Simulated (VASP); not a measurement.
Runs of VASP 6.6.1 on AlNi. The structure is that of space group P4/mmm (No. 123), or close to it. The cells are those of the table. 

```csv
cell,gap on the mesh (eV),pressure (GPa),moment (μB)
"a = 2.819, b = 2.819, c = 3.175 Å, angles 90.0, 90.0, 90.4°, 2 atoms",none,-10.1,0.00
"a = 2.775, b = 2.775, c = 3.125 Å, angles 90.0, 90.0, 90.4°, 2 atoms",none,-3.5,0.00
"a = 2.681, b = 2.681, c = 3.020 Å, angles 90.0, 90.0, 90.4°, 2 atoms",none,16.7,0.00
"a = 2.797, b = 2.797, c = 3.150 Å, angles 90.0, 90.0, 90.4°, 2 atoms",none,(b),0.00
"a = 2.705, b = 2.705, c = 3.047 Å, angles 90.0, 90.0, 90.4°, 2 atoms",none,10.6,0.00
"a = 2.752, b = 2.752, c = 3.099 Å, angles 90.0, 90.0, 90.4°, 2 atoms",none,0.6,0.00
"a = 2.657, b = 2.657, c = 2.992 Å, angles 90.0, 90.0, 90.4°, 2 atoms",none,(a),0.00
"a = 2.729, b = 2.729, c = 3.073 Å, angles 90.0, 90.0, 90.4°, 2 atoms",none,5.3,0.00
"a = 2.841, b = 2.841, c = 3.199 Å, angles 90.0, 90.0, 90.4°, 2 atoms",none,-12.8,0.00
```

Alike in all rows: task single point; level PBEsol; potentials or basis VASP PAW PBE potentials, release 64 (Al, Ni); spin collinear, ferromagnetic start; k mesh 10 × 10 × 9; cutoff (eV) 520; smearing gaussian 0.1 eV.

Problem. Fill in the values left out.

Solution. (a) 23.6; (b) -7.0.

Caveats: the PAW data sets were made with another functional, which shifts forces and pressure a little; the cell stands under tension (at least some runs); the cell stands under pressure (at least some runs).

A gap of «none» marks levels without a gap at the run's occupations.
